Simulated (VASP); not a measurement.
# Hf3HN4 in VASP: further runs

Runs on Hf3HN4. Level: PBEsol. Tasks: single point.

Program: VASP 6.6.1. These are calculated values, not measurements. Logs are shortened: lines on timing, memory, paths and dates and some standing lists are left out, and cuts for length are marked.

### Step 1. The cell of the first run

The cell holds a slab with vacuum, 8 atoms: a = 3.183 Å, b = 3.183 Å, c = 26.797 Å, α = 90.00°, β = 90.00°, γ = 120.00°.

### Step 2. Single point, PBEsol

INCAR reads:

```
ALGO = Normal
DIPOL = 0.5 0.5 0.485
EDIFF = 1E-6
ENCUT = 520
GGA = PS
GGA_COMPAT = False
IDIPOL = 3
ISIF = 2
ISMEAR = 0
LASPH = True
LCHARG = True
LDIPOL = True
LELF = True
LREAL = False
LVACPOTAV = True
LVHAR = True
LWAVE = False
NBANDS = 36
NELM = 120
NELMDL = -8
PREC = Accurate
SIGMA = 0.1
```

KPOINTS reads:

```
k-points
0
Gamma
  9 9 1
```

POSCAR reads:

```
Hf3HN4
1.0
    3.1830776025      0.0000000000      0.0000000000
   -1.5915388012      2.7566260660      0.0000000000
    0.0000000000      0.0000000000     26.7969159377
N Hf H
4 3 1
Direct
    0.3333333333      0.6666666667      0.3172006816
    0.0000000000      0.0000000000      0.4141884090
    0.6666666667      0.3333333333      0.5124893258
    0.3333333333      0.6666666667      0.6028984563
    0.6666666667      0.3333333333      0.3656945453
    0.3333333333      0.6666666667      0.4637454747
    0.0000000000      0.0000000000      0.5612318986
    0.3333333333      0.6666666667      0.6410983335
```

Potentials or basis: VASP PAW PBE potentials, release 64 (N, Hf_pv, H).

Started as:

```console
$ cat potpaw_PBE.64/N/POTCAR potpaw_PBE.64/Hf_pv/POTCAR potpaw_PBE.64/H/POTCAR > POTCAR
$ mpirun -np 1 vasp_std > vasp.out
```

OUTCAR:

```text
EDIFF = 1E-6
   ENCUT = 520
   GGA = PS
   ISIF = 2
   ISMEAR = 0
   LASPH = True
   LREAL = False
   NELM = 120
   NELMDL = -8
   PREC = Accurate

 ion  position               nearest neighbor table
   1  0.333  0.667  0.317-   5 2.25   5 2.25   5 2.25
   2  0.000  0.000  0.414-   5 2.25   5 2.25   5 2.25   6 2.27   6 2.27   6 2.27
   3  0.667  0.333  0.512-   7 2.25   7 2.25   7 2.25   6 2.25   6 2.25   6 2.25
   4  0.333  0.667  0.603-   8 1.02   7 2.15   7 2.15   7 2.15
   5  0.667  0.333  0.366-   2 2.25   1 2.25   1 2.25   2 2.25   2 2.25   1 2.25   6 3.21   6 3.21
                             6 3.21
   6  0.333  0.667  0.464-   3 2.25   3 2.25   3 2.25   2 2.27   2 2.27   2 2.27   7 3.19   7 3.19
                             7 3.19   5 3.21   5 3.21   5 3.21
   7  0.000  0.000  0.561-   4 2.15   4 2.15   4 2.15   3 2.25   3 2.25   3 2.25   6 3.19   6 3.19
                             6 3.19
   8  0.333  0.667  0.641-   4 1.02

  LATTYP: Found a hexagonal cell.
 ALAT       =     3.1830776025
 C/A-ratio  =     8.4185556509

  Lattice vectors:

 A1 = (   3.1830776025,   0.0000000000,   0.0000000000)
 A2 = (  -1.5915388012,   2.7566260660,   0.0000000000)
 A3 = (   0.0000000000,   0.0000000000,  26.7969159377)

Analysis of symmetry for initial positions (statically):
=====================================================================
 Subroutine PRICEL returns:
 Original cell was already a primitive cell.

 Routine SETGRP: Setting up the symmetry group for a
 hexagonal supercell.

 Subroutine GETGRP returns: Found  6 space group operations
 (whereof  6 operations were pure point group operations)
 out of a pool of 24 trial point group operations.

The static configuration has the point symmetry C_3v.

Analysis of symmetry for dynamics (positions and initial velocities):
=====================================================================
 Subroutine PRICEL returns:
 Original cell was already a primitive cell.

 Routine SETGRP: Setting up the symmetry group for a
 hexagonal supercell.

 Subroutine GETGRP returns: Found  6 space group operations
 (whereof  6 operations were pure point group operations)
 out of a pool of 24 trial point group operations.

The dynamic configuration has the point symmetry C_3v.

 Subroutine INISYM returns: Found  6 space group operations
 (whereof  6 operations are pure point group operations),
 and found     1 'primitive' translations

----------------------------------------------------------------------------------------

                                     Primitive cell

  volume of cell :     235.1310

  direct lattice vectors                    reciprocal lattice vectors
     3.183077603  0.000000000  0.000000000     0.314161364  0.181381148  0.000000000
    -1.591538801  2.756626066  0.000000000     0.000000000  0.362762296  0.000000000
     0.000000000  0.000000000 26.796915938     0.000000000  0.000000000  0.037317727

  length of vectors
     3.183077603  3.183077602 26.796915938     0.362762296  0.362762296  0.037317727

  position of ions in fractional coordinates (direct lattice)
     0.333333333  0.666666667  0.317200682
     0.000000000  0.000000000  0.414188409
     0.666666667  0.333333333  0.512489326
     0.333333333  0.666666667  0.602898456
     0.666666667  0.333333333  0.365694545
     0.333333333  0.666666667  0.463745475
     0.000000000  0.000000000  0.561231899
     0.333333333  0.666666667  0.641098333

  ion indices of the primitive-cell ions
   primitive index   ion index
                 1           1
                 2           2
                 3           3
                 4           4
                 5           5
                 6           6
                 7           7
                 8           8

----------------------------------------------------------------------------------------

 KPOINTS: k-points

Automatic generation of k-mesh.
 Grid dimensions read from file:
 generate k-points for:    9    9    1

 Generating k-lattice:

  Cartesian coordinates                     Fractional coordinates (reciprocal lattice)
     0.034906818  0.020153461  0.000000000     0.111111111 -0.000000000  0.000000000
     0.000000000  0.040306922  0.000000000     0.000000000  0.111111111  0.000000000
     0.000000000  0.000000000  0.037317727     0.000000000  0.000000000  1.000000000

  Length of vectors
     0.040306922  0.040306922  0.037317727

  Shift w.r.t. Gamma in fractional coordinates (k-lattice)
     0.000000000  0.000000000  0.000000000

 Subroutine IBZKPT returns following result:
 ===========================================

 Found     12 irreducible k-points:

 Following reciprocal coordinates:
            Coordinates               Weight
  0.000000  0.000000  0.000000      1.000000
  0.111111  0.000000  0.000000      6.000000
  0.222222  0.000000  0.000000      6.000000
  0.333333 -0.000000  0.000000      6.000000
  0.444444  0.000000  0.000000      6.000000
  0.111111  0.111111  0.000000      6.000000
  0.222222  0.111111  0.000000     12.000000
  0.333333  0.111111  0.000000     12.000000
  0.444444  0.111111  0.000000      6.000000
  0.222222  0.222222  0.000000      6.000000
  0.333333  0.222222  0.000000     12.000000
  0.333333  0.333333  0.000000      2.000000
   k-points           NKPTS =     12   k-points in BZ     NKDIM =     12   number of bands    NBANDS=     36
   number of dos      NEDOS =    301   number of ions     NIONS =      8
   total plane-waves  NPLWV = 115200
   dimension x,y,z NGX =    24 NGY =   24 NGZ =  200
   dimension x,y,z NGXF=    48 NGYF=   48 NGZF=  400
   ions per type =               4   3   1
   NGX,Y,Z   is equivalent  to a cutoff of  12.53, 12.53, 12.41 a.u.
   NGXF,Y,Z  is equivalent  to a cutoff of  25.07, 25.07, 24.82 a.u.
 SYSTEM =  unknown system
   PREC   = accura    normal or accurate (medium, high low for compatibility)
   ISTART =      0    job   : 0-new  1-cont  2-samecut
   ICHARG =      2    charge: 1-file 2-atom 10-const
   ISPIN  =      1    spin polarized calculation?
   LNONCOLLINEAR =      F non collinear calculations
   LSORBIT =      F    spin-orbit coupling
   LASPH  =      T    aspherical Exc in radial PAW
   ENCUT  =  520.0 eV  38.22 Ry    6.18 a.u.   5.92  5.92 49.82*2*pi/ulx,y,z
   NELM   =    120;   NELMIN=  2; NELMDL= -8     # of ELM steps
   EDIFF  = 0.1E-05   stopping-criterion for ELM
   LREAL  =      F    real-space projection
   EDIFFG = 0.1E-04   stopping-criterion for IOM
   NSW    =      0    number of steps for IOM
   IBRION =     -1    ionic relax: 0-MD 1-quasi-New 2-CG
   NFREE  =      0    steps in history (QN), initial steepest desc. (CG)
   ISIF   =      2    stress and relaxation
   ISYM   =      2    0-nonsym 1-usesym 2-fastsym
   POTIM  = 0.5000    time-step for ionic-motion
   TEBEG  =    0.0;   TEEND  =   0.0 temperature during run
   PSTRESS=    0.0 pullay stress
   NELECT =      51.0000    total number of electrons
   NUPDOWN=      -1.0000    fix difference up-down
   EMIN   =  10.00;   EMAX   =-10.00  energy-range for DOS
   EFERMI =   0.00;   METHOD = LEGACY
   ISMEAR =     0;   SIGMA  =   0.10  broadening in eV -4-tet -1-fermi 0-gaus
   EFERMI_NEDOS =   21; number of points for ismear=-14 and -15
   IALGO  =     38    algorithm
   IMIX   =      4    mixing-type and parameters
     AMIX     =   0.40;   BMIX     =  1.00
     AMIX_MAG =   1.60;   BMIX_MAG =  1.00
  volume/ion in A,a.u.               =      29.39       198.34
  Fermi-wavevector in a.u.,A,eV,Ry     =   0.983622  1.858776 13.163805  0.967512
  Thomas-Fermi vector in A             =   2.114794
   LORBIT       =      0    0 simple, 1 ext, 2 COOP (PROOUT), +10 PAW based schemes
   GGA     = PS    functional components
   LHFCALC =     F    Hartree Fock is set to
   AEXX    =    0.0000 exact exchange contribution
   IVDW    =     0    specifies the selected vdW correction
   LEPSILON=     F    determine dielectric tensor
   LRPA    =     F    only Hartree local field effects (RPA)
 non-spin polarized calculation
 Gauss-broadening in eV      SIGMA  =   0.10
  energy-cutoff  :      520.00
  volume of cell :      235.13
 maximum number of plane-waves:      6372
 NGX is ok and might be reduce to    24
   NGX = 11   NGY = 11   NGZ = 99

 dipolmoment           0.000000      0.000000      0.114632 electrons x Angstroem

 number of electron      51.0000012 magnetization

 dipolmoment           0.000000      0.000000     -0.296363 electrons x Angstroem

 Free energy of the ion-electron system (eV)
  ---------------------------------------------------
  ext. energy  EPLUGINS =         0.00000000
  ---------------------------------------------------
  free energy    TOTEN  =       -79.13535599 eV

  energy without entropy =      -79.11658978  energy(sigma->0) =      -79.12597289

 E-fermi :  -1.0994     XC(G=0):  -4.9286

 val. band max:       -1.1376259159   @ k =   0.2222   0.1111   0.0000
 cond. band min:      -0.8320687189   @ k =   0.1111   0.0000   0.0000
 fundamental gap:      0.3055571970
 Fermi energy:        -1.0993631356

 k-point     1 :       0.0000    0.0000    0.0000
  band No.  band energies     occupation
      1     -32.6783      2.00000
      2     -32.1475      2.00000
      3     -32.0350      2.00000
      4     -32.0350      2.00000
      5     -31.8988      2.00000
      6     -31.8988      2.00000
[... 28 lines left out ...]
     35       2.6196      0.00000
     36       2.8310      0.00000

 k-point     2 :       0.1111    0.0000    0.0000
  band No.  band energies     occupation
      1     -32.6487      2.00000
      2     -32.1879      2.00000
      3     -32.0835      2.00000
      4     -32.0567      2.00000
      5     -31.9885      2.00000
      6     -31.9163      2.00000
[... 28 lines left out ...]
     35       2.7237      0.00000
     36       3.0806      0.00000
[... 349 lines left out ...]
     35       4.8951      0.00000
     36       5.1142      0.00000

 k-point    12 :       0.3333    0.3333    0.0000
  band No.  band energies     occupation
      1     -32.6046      2.00000
      2     -32.5798      2.00000
      3     -32.5305      2.00000
      4     -32.3706      2.00000
      5     -32.2264      2.00000
      6     -32.0791      2.00000
[... 28 lines left out ...]
     35       5.1318      0.00000
     36       5.5254      0.00000

------------------------ aborting loop because EDIFF is reached ----------------------------------------

  FORCE on cell =-STRESS in cart. coord.  units (eV):
  Direction    XX          YY          ZZ          XY          YZ          ZX
  --------------------------------------------------------------------------------------
  -------------------------------------------------------------------------------------
  Total       -0.0765425     -0.0765425     -5.2113122     -0.0000000     -0.0000000     -0.0000000
  in kB       -0.5215590     -0.5215590    -35.5097629     -0.0000000     -0.0000000     -0.0000000
  external PRESSURE =     -12.1842936 kB  Pullay stress =       0.0000000 kB

 VOLUME and BASIS-vectors are now :
 -----------------------------------------------------------------------------
  energy-cutoff  :      520.00
  volume of cell :      235.13
      direct lattice vectors                 reciprocal lattice vectors
     3.183077603  0.000000000  0.000000000     0.314161364  0.181381148  0.000000000
    -1.591538801  2.756626066  0.000000000     0.000000000  0.362762296  0.000000000
     0.000000000  0.000000000 26.796915938     0.000000000  0.000000000  0.037317727

 POSITION                                       TOTAL-FORCE (eV/Angst)
 -----------------------------------------------------------------------------------
     -0.00000      1.83775      8.50000        -0.000000     -0.000000      5.082602
      0.00000      0.00000     11.09897        -0.000000      0.000000      1.597423
      1.59154      0.91888     13.73313         0.000000     -0.000000      0.005552
     -0.00000      1.83775     16.15582        -0.000000     -0.000000     -0.150913
      1.59154      0.91888      9.79949        -0.000000      0.000000     -6.588712
     -0.00000      1.83775     12.42695        -0.000000      0.000000      0.014155
      0.00000      0.00000     15.03928         0.000000     -0.000000      0.016146
     -0.00000      1.83775     17.17946         0.000000      0.000000      0.023746
 -----------------------------------------------------------------------------------
    total drift:                                0.000000     -0.000000      0.001046

  FREE ENERGIE OF THE ION-ELECTRON SYSTEM (eV)
  ---------------------------------------------------
  free  energy   TOTEN  =       -79.1353559904 eV

  energy  without entropy=      -79.1165897845  energy(sigma->0) =      -79.12597289

 vacuum level on the upper side and lower side of the slab         1.143         7.256
```

Run time: 5.8 min. Hardware: 1 thread of Intel Xeon Platinum 8488C (Sapphire Rapids), shared host; peak memory 0.36 GiB.

Results:

```
Free energy            : -79.1354 eV
Largest force          : 6.589 eV/Å
Band gap on the k mesh : zero (an odd number of electrons rules out a gap without spin polarisation)
```

Forces on the atoms (eV/Å):
```
N    0.000  0.000  5.083
N    0.000  0.000  1.597
N    0.000  0.000  0.006
N    0.000  0.000 -0.151
Hf   0.000  0.000 -6.589
Hf   0.000  0.000  0.014
Hf   0.000  0.000  0.016
H    0.000  0.000  0.024
```

Caveat: the PAW data sets were made with another functional, which shifts forces and pressure a little; spin-orbit coupling is left out, which moves the levels of the heavy elements.

### Step 3. Single point, PBEsol

INCAR reads:

```
SYSTEM = Hf3HN4
ALGO = Normal
DIPOL = 0.5 0.5 0.482
EDIFF = 1E-6
ENCUT = 520
GGA = PS
GGA_COMPAT = .FALSE.
IDIPOL = 3
ISIF = 2
ISMEAR = 0
LASPH = .TRUE.
LCHARG = .TRUE.
LDIPOL = .TRUE.
LELF = .TRUE.
LREAL = .FALSE.
LVACPOTAV = .TRUE.
LVHAR = .TRUE.
LWAVE = .FALSE.
NBANDS = 36
NELM = 120
NELMDL = -8
PREC = Accurate
SIGMA = 0.1
```

KPOINTS reads:

```
k-points
0
G
  9 9 1
  0 0 0
```

POSCAR reads:

```
Hf3HN4
1.0
    3.1830776025      0.0000000000      0.0000000000
   -1.5915388012      2.7566260660      0.0000000000
    0.0000000000      0.0000000000     26.7969159377
N Hf H
4 3 1
Direct
    0.3333333333      0.6666666667      0.3172006816
    0.0000000000      0.0000000000      0.4141884090
    0.6666666667      0.3333333333      0.5124530719
    0.3333333333      0.6666666667      0.6047832685
    0.6666666667      0.3333333333      0.3656945453
    0.3333333333      0.6666666667      0.4634124793
    0.0000000000      0.0000000000      0.5631097159
    0.6666666667      0.3333333333      0.6119540731
```

Potentials or basis: VASP PAW PBE potentials, release 64 (N, Hf_pv, H).

Started as:

```console
$ cat potpaw_PBE.64/N/POTCAR potpaw_PBE.64/Hf_pv/POTCAR potpaw_PBE.64/H/POTCAR > POTCAR
$ mpirun -np 1 vasp_std > vasp.out
```

Run time: 5 min. Hardware: 1 thread of Intel Xeon Platinum 8488C (Sapphire Rapids), shared host; peak memory 0.37 GiB.

Results (log left out):

| Item | Value |
| --- | --- |
| Free energy | -76.6152 eV |
| Largest force | 6.536 eV/Å |
| Band gap on the k mesh | zero (an odd number of electrons rules out a gap without spin polarisation) |

Forces on the atoms (eV/Å):
```
N    0.000  0.000  5.082
N    0.000  0.000  1.549
N    0.000  0.000  0.004
N    0.000  0.000 -0.119
Hf   0.000  0.000 -6.536
Hf   0.000  0.000  0.016
Hf   0.000  0.000  0.001
H    0.000  0.000  0.002
```

Levels at points of the mesh, in eV from the Fermi level:
| k point | band 23 | band 24 | band 25 | band 26 | band 27 | band 28 | band 29 | band 30 |
| --- | --- | --- | --- | --- | --- | --- | --- | --- |
| (0.00, 0.00, 0.00) | -1.32 | -0.44 | -0.05 | -0.05 | 0.76 | 0.76 | 0.91 | 2.24 |

Caveat: the PAW data sets were made with another functional, which shifts forces and pressure a little; spin-orbit coupling is left out, which moves the levels of the heavy elements.
